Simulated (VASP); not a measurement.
Pb: single point with r2SCAN

The system is Pb, a slab with vacuum.

```
CELL_PARAMETERS angstrom
3.51392 0.00000 0.00000
-1.75696 3.04314 0.00000
0.00000 0.00000 26.59399
ATOMIC_POSITIONS crystal
Pb 0.66667 0.33333 0.28784
Pb 0.33333 0.66667 0.38920
Pb 0.66667 0.33333 0.50000
Pb 0.33333 0.66667 0.61080
Pb 0.66667 0.33333 0.71216
```

```yaml
Program: VASP 6.6.1
Task: single point
Functional: r2SCAN
Potentials_or_basis: VASP PAW PBE potentials, release 64 (Pb_d)
Cutoff: 520 eV
k_mesh: 12 × 12 × 1
Occupations: gaussian, width 0.1 eV
Spin: no spin polarisation
Dipole_correction: yes
Further_INCAR_settings: ALGO = Normal; EDIFF = 1e-06; NBANDS = 43
```

The largest force is 0.007 eV/Å. The band gap on the k mesh is zero (bands 35 and 36 overlap by 5.07 eV).

Forces on the atoms (eV/Å):
```
Pb   0.000  0.000 -0.003
Pb   0.000  0.000  0.007
Pb   0.000  0.000  0.000
Pb   0.000  0.000 -0.007
Pb   0.000  0.000  0.003
```

Levels at points of the mesh, in eV from the Fermi level:
| k point | band 33 | band 34 | band 35 | band 36 | band 37 | band 38 | band 39 | band 40 |
| --- | --- | --- | --- | --- | --- | --- | --- | --- |
| (0.00, 0.00, 0.00) | 0.01 | 2.26 | 3.52 | 3.76 | 5.25 | 5.27 | 5.79 | 5.79 |
| (0.50, 0.00, 0.00) | -3.32 | -2.75 | -1.97 | 0.05 | 1.44 | 2.22 | 2.30 | 2.61 |

Run time: 17 min on 1 thread of Intel(R) Xeon(R) Platinum 8559C (Emerald Rapids), with other jobs on the host, peak memory 0.48 GiB.

Caveat: the PAW data sets were made with another functional, which shifts forces and pressure a little; spin-orbit coupling is left out, which moves the levels of the heavy elements.
